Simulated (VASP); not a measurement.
A run of VASP 6.6.1:

File INCAR:

```
SYSTEM = BiAs
PREC     = Accurate       ! precision mode
ENCUT    = 520            ! plane-wave cutoff, eV
EDIFF    = 1E-7           ! SCF threshold, eV
ISMEAR   = 0              ! smearing method
SIGMA    = 0.1            ! smearing width, eV
LREAL    = .FALSE.        ! projectors in reciprocal space
LASPH    = .TRUE.         ! aspherical terms in the spheres
NELM     = 60             ! most SCF steps
ALGO     = Normal         ! electronic algorithm
ISIF     = 2              ! what is computed and relaxed
LWAVE    = .FALSE.        ! write WAVECAR
LCHARG   = .FALSE.        ! write CHGCAR
GGA      = PE             ! functional
NBANDS   = 17             ! bands
```

File KPOINTS:

```
Automatic mesh
0
G
  6 6 6
  0 0 0
```

File POSCAR:

```
BiAs
1.0
    1.9901001000      1.1489848300      3.2788682800
   -1.9901001000      1.1489848300      3.2788682800
    0.0000000000     -2.2979696600      3.2788682800
Bi As
1 1
Direct
    0.5000000000      0.5000000000      0.5000000000
    0.0000000000      0.0000000000      0.0000000000
```

Potentials or basis: VASP PAW PBE potentials, release 64 (Bi_d, As).

Launch:

```console
$ cat potpaw_PBE.64/Bi_d/POTCAR potpaw_PBE.64/As/POTCAR > POTCAR
$ mpirun -np 1 vasp_std > vasp.out
```

Hardware: 1 thread of Oxide Virtual Turin-like Processor, on a shared host.

Task: Estimate the wall time of this run.

Result: It took 27 s on 1 thread of Oxide Virtual Turin-like Processor, with other jobs on the host, peak memory 0.15 GiB. Counts: scf iterations 14, k points 32.
